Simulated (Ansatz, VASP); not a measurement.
**Two plane-wave programs on ZnF2**

POSCAR

```
ZnF2
1.0
    4.7495314430      0.0000000000      0.0000000000
    0.0000000000      4.7495314430      0.0000000000
    0.0000000000      0.0000000000      3.1586237967
Zn F
2 4
Direct
    0.5000000000      0.5000000000      0.5000000000
    0.0000000000      0.0000000000      0.0000000000
    0.6968813123      0.6968813123      0.0000000000
    0.8031186877      0.1968813123      0.5000000000
    0.3031186877      0.3031186877      0.0000000000
    0.1968813123      0.8031186877      0.5000000000
```

INCAR.step1

```
SYSTEM = ZnF2
  PREC = Accurate
  ENCUT = 580
  ISMEAR = 0
  SIGMA = 0.02
  LREAL = .FALSE.
  LASPH = .TRUE.
  NELM = 120
  GGA = PE
  ALGO = Normal
  EDIFF = 1E-5
  LWAVE = .TRUE.
  LCHARG = .FALSE.
  GGA_COMPAT = .FALSE.
  IBRION = 2
  EDIFFG = -0.01
  NELMIN = 4
  NSW = 100
  KPAR = 4
```

The input INCAR.step2:

```
SYSTEM = ZnF2
  PREC = Accurate
  ENCUT = 580
  EDIFF = 1E-7
  ISMEAR = 0
  SIGMA = 0.02
  LREAL = .FALSE.
  LASPH = .TRUE.
  NELM = 120
  ALGO = Normal
  ISIF = 2
  LWAVE = .FALSE.
  LCHARG = .FALSE.
  METAGGA = R2SCAN
  LMIXTAU = .TRUE.
  IBRION = 2
  NSW = 60
  EDIFFG = -0.008
  ISTART = 1
  GGA_COMPAT = .FALSE.
  NELMIN = 4
  KPAR = 4
```

File KPOINTS:

```
Automatic mesh
0
G
  6 6 8
  0 0 0
```

Input for Ansatz:

```yaml
crystal:
  lattice:
    - [4.749531443, 0.0, 0.0]
    - [0.0, 4.749531443, 0.0]
    - [0.0, 0.0, 3.1586237967]
  atoms:
    - { symbol: Zn, position: [0.5, 0.5, 0.5] }
    - { symbol: Zn, position: [0.0, 0.0, 0.0] }
    - { symbol: F, position: [0.6968813123, 0.6968813123, 0.0] }
    - { symbol: F, position: [0.8031186877, 0.1968813123, 0.5] }
    - { symbol: F, position: [0.3031186877, 0.3031186877, 0.0] }
    - { symbol: F, position: [0.1968813123, 0.8031186877, 0.5] }
basis:
  ecutwfc: 500
kpoints:
  mp_grid: { grid: [6, 6, 8] }
hamiltonian:
  xc: r2scan
scf:
  occupations: { method: gaussian, width: 0.02 }
output:
  forces: true
  stress: true
  eigenvalues: true
relax:
  adjacent_minimum: "off"
  f_tol: 0.008
  max_steps: 40
```

Change from the starting cell: equal strain along all axes, cell held, atoms relaxed: +1.0 %.

Alike in both runs: task relaxation of the atoms; functional r2SCAN; k mesh 6 × 6 × 8; occupations gaussian, width 0.02 eV; no spin polarisation.

```csv
,VASP,Ansatz
version,VASP 6.6.1,Ansatz 0.2.0
potentials or method,"VASP PAW PBE potentials, release 64 (Zn, F), cutoff 580 eV","scalar-relativistic, plane waves, PAW"
valence electrons in the cell,52,52
```

|  | VASP | Ansatz | Ansatz less VASP |
| --- | --- | --- | --- |
| gap on the k mesh at the Fermi level, each at its own relaxed structure (eV) | 4.18 | 4.25 | +0.068 |

VASP's potentials were made for PBE, not for r2SCAN. Ansatz's warnings: stress scf threshold loose.
